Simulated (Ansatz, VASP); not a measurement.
Zn8O7: VASP beside Ansatz

POSCAR

```
Zn8O7
1.0
    6.5000000000      0.0000000000      0.0000000000
   -3.2500000000      5.6291650000      0.0000000000
    0.0000000000      0.0000000000      5.2100000000
Zn O
8 7
Direct
    0.1688170000      0.3281690000      0.9879840000
    0.3344130000      0.1666180000      0.5074110000
    0.1613600000      0.8301880000      0.9996130000
    0.3415310000      0.6719490000      0.4960330000
    0.6659360000      0.3336650000      0.9977830000
    0.8288470000      0.1636400000      0.5084010000
    0.6521440000      0.8328440000      0.9955400000
    0.8348080000      0.6727360000      0.4911140000
    0.1665360000      0.3354020000      0.3816010000
    0.3288960000      0.1666630000      0.8774930000
    0.3233540000      0.6643940000      0.8766400000
    0.6700560000      0.3379320000      0.3875520000
    0.8370460000      0.1731250000      0.8881830000
    0.6639420000      0.8297880000      0.3878660000
    0.8272680000      0.6693350000      0.8823540000
```

File INCAR.step1:

```
PREC = Accurate
ENCUT = 520
EDIFF = 1E-5
ISMEAR = 0
SIGMA = 0.01
LREAL = Auto
LASPH = True
NELM = 80
ALGO = Normal
ISIF = 2
LWAVE = True
LCHARG = False
NBANDS = 82
GGA = PE
```

Contents of INCAR.step2:

```
PREC = Accurate
ENCUT = 520
EDIFF = 1E-7
ISMEAR = 0
SIGMA = 0.01
LREAL = Auto
LASPH = True
NELM = 80
ALGO = Normal
ISIF = 2
LWAVE = False
LCHARG = False
GGA = PE
LHFCALC = True
HFSCREEN = 0.2079
PRECFOCK = Fast
NBANDS = 82
ISTART = 1
```

The input KPOINTS:

```
Automatic mesh
0
Gamma
  1 1 1
```

Input for Ansatz:

```yaml
crystal:
  lattice:
    - [6.5, 0, 0]
    - [-3.25, 5.629165, 0]
    - [0, 0, 5.21]
  atoms:
    - { symbol: Zn, position: [0.168817, 0.328169, 0.987984] }
    - { symbol: Zn, position: [0.334413, 0.166618, 0.507411] }
    - { symbol: O, position: [0.166536, 0.335402, 0.381601] }
    - { symbol: O, position: [0.328896, 0.166663, 0.877493] }
    - { symbol: Zn, position: [0.16136, 0.830188, 0.999613] }
    - { symbol: Zn, position: [0.341531, 0.671949, 0.496033] }
    - { symbol: O, position: [0.323354, 0.664394, 0.87664] }
    - { symbol: Zn, position: [0.665936, 0.333665, 0.997783] }
    - { symbol: Zn, position: [0.828847, 0.16364, 0.508401] }
    - { symbol: O, position: [0.670056, 0.337932, 0.387552] }
    - { symbol: O, position: [0.837046, 0.173125, 0.888183] }
    - { symbol: Zn, position: [0.652144, 0.832844, 0.99554] }
    - { symbol: Zn, position: [0.834808, 0.672736, 0.491114] }
    - { symbol: O, position: [0.663942, 0.829788, 0.387866] }
    - { symbol: O, position: [0.827268, 0.669335, 0.882354] }
kpoints:
  mp_grid: { grid: [1, 1, 1] }
hamiltonian:
  xc: hse06
  pseudopotentials: { kind: nc }
scf:
  occupations: { method: fixed }
```

Alike in both runs: task single point; functional HSE06; k mesh 1 × 1 × 1; no spin polarisation.

|  | VASP | Ansatz |
| --- | --- | --- |
| version | VASP 6.6.1 | Ansatz development build ahead of 0.2.0 |
| potentials or method | VASP PAW PBE potentials, release 64 (Zn, O) | norm-conserving potentials, plane waves, scalar-relativistic |
| plane-wave cutoff (eV) | 520 | 1240 |
| occupations | gaussian, width 0.01 eV | fixed |

|  | VASP | Ansatz | Ansatz less VASP |
| --- | --- | --- | --- |
| gap on the k mesh at the Fermi level (eV) | 5.00 | 4.93 | -0.075 |
| least direct gap on the mesh (eV) | 5.00 | 4.93 | -0.075 |

The k mesh is coarse, so the values compare programs but aren't converged.
